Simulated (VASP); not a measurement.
TiW2: single point with PBE

The system is TiW2.

```
CELL_PARAMETERS angstrom
4.39395 0.00000 0.00000
-2.19698 3.80528 0.00000
0.00000 0.00000 2.71553
ATOMIC_POSITIONS crystal
Ti 0.00000 0.00000 0.00000
W 0.33333 0.66667 0.34508
W 0.66667 0.33333 0.65492
```

```json
{
  "Program": "VASP 6.6.1",
  "Task": "single point",
  "Functional": "PBE",
  "Potentials or basis": "VASP PAW PBE potentials, release 64 (Ti_sv, W_sv)",
  "Cutoff": "520 eV",
  "k mesh": "12 × 12 × 16",
  "Occupations": "gaussian, width 0.1 eV",
  "Spin": "no spin polarisation"
}
```

- Pressure: 16.2 GPa
- Largest force: 0.010 eV/Å
- Band gap on the k mesh: zero (bands 20 and 21 overlap by 1.27 eV)

Forces in eV/Å, atoms in the order of the input:
```
Ti   0.000  0.000  0.000
W    0.000  0.000 -0.010
W    0.000  0.000  0.010
```

Levels at points of the mesh, in eV from the Fermi level:
| k point | band 16 | band 17 | band 18 | band 19 | band 20 | band 21 | band 22 | band 23 | band 24 | band 25 |
| --- | --- | --- | --- | --- | --- | --- | --- | --- | --- | --- |
| (0.00, 0.00, 0.00) | -2.01 | -2.01 | -1.30 | -1.30 | 0.15 | 0.15 | 0.45 | 3.08 | 3.08 | 3.52 |
| (0.50, 0.00, 0.00) | -2.39 | -1.99 | -1.89 | -0.70 | -0.20 | 1.62 | 2.10 | 2.19 | 3.03 | 3.38 |
| (0.00, 0.00, 0.50) | -2.66 | -2.66 | -2.34 | -1.50 | -1.50 | 3.50 | 3.50 | 3.69 | 3.69 | 5.04 |
| (0.50, 0.00, 0.50) | -2.44 | -2.32 | -1.83 | -1.44 | -0.11 | 1.52 | 2.50 | 2.65 | 3.10 | 3.85 |

Wall time 11 min on 1 thread of Intel(R) Xeon(R) Platinum 8259CL CPU @ 2.50GHz (Skylake/Cascade Lake), on a shared host, peak memory 0.39 GiB.

Caveat: the cell stands under pressure; spin-orbit coupling is left out, which moves the levels of the heavy elements.
